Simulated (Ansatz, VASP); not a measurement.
# One calculation of Ge4F, two programs

Contents of INCAR:

```
SYSTEM = Ge4F
  PREC = Accurate
  ENCUT = 520
  EDIFF = 1E-7
  ISMEAR = 0
  SIGMA = 0.1
  LREAL = .FALSE.
  LASPH = .TRUE.
  NELM = 100
  ALGO = Normal
  ISIF = 2
  LWAVE = .FALSE.
  LCHARG = .FALSE.
  LDIPOL = .TRUE.
  IDIPOL = 3
  DIPOL = 0.5 0.5 0.330
  GGA = PE
  IVDW = 12
  NBANDS = 40
```

File KPOINTS:

```
Automatic mesh
0
G
  7 7 1
  0 0 0
```

The input POSCAR:

```
Ge4F
1.0
    4.0303587917      0.0000000000      0.0000000000
    0.0000000000      4.0303587917      0.0000000000
    0.0000000000      0.0000000000     21.7416627734
Ge F
4 1
Direct
    0.0000000000      0.5000000000      0.1839785688
    0.0000000000      0.0000000000      0.2495184969
    0.5000000000      0.0000000000      0.3181867399
    0.5000000000      0.5000000000      0.3836717946
    1.0000000000      0.5000000000      0.5124567927
```

Input for Ansatz:

```yaml
crystal:
  lattice:
    - [4.0303587917, 0.0, 0.0]
    - [0.0, 4.0303587917, 0.0]
    - [0.0, 0.0, 21.7416627734]
  atoms:
    - { symbol: Ge, position: [0.0, 0.5, 0.1839785688] }
    - { symbol: Ge, position: [0.0, 0.0, 0.2495184969] }
    - { symbol: Ge, position: [0.5, 0.0, 0.3181867399] }
    - { symbol: Ge, position: [0.5, 0.5, 0.3836717946] }
    - { symbol: F, position: [1.0, 0.5, 0.5124567927] }
basis:
  ecutwfc: 420
kpoints:
  mp_grid: { grid: [7, 7, 1] }
hamiltonian:
  xc: pbe
  pseudopotentials: { kind: paw, azcp: { folder: soft_1 } }
  dispersion: d3bj
scf:
  occupations: { method: gaussian, width: 0.1 }
output:
  forces: true
  eigenvalues: true
efield:
  axis: 3
  dipole_correction: true
  ramp_width: 0.04
```

Alike in both runs: task single point; functional PBE; dispersion D3(BJ); k mesh 7 × 7 × 1; occupations gaussian, width 0.1 eV; no spin polarisation.

```csv
,VASP,Ansatz
version,VASP 6.6.1,Ansatz 0.2.0
potentials or method,"VASP PAW PBE potentials, release 64 (Ge_d, F), cutoff 520 eV","scalar-relativistic, plane waves, PAW"
valence electrons in the cell,63,63
```

|  | VASP | Ansatz | Ansatz less VASP |
| --- | --- | --- | --- |
| gap on the k mesh at the Fermi level (eV) | none | none | - |
| rms of the force components (eV/Å) | 0.462 | 0.462 | -0.0002 |

Atom by atom the forces differ by 0.002 eV/Å (rms over components). A gap of «none» marks a metal or a gap that the smearing closes.
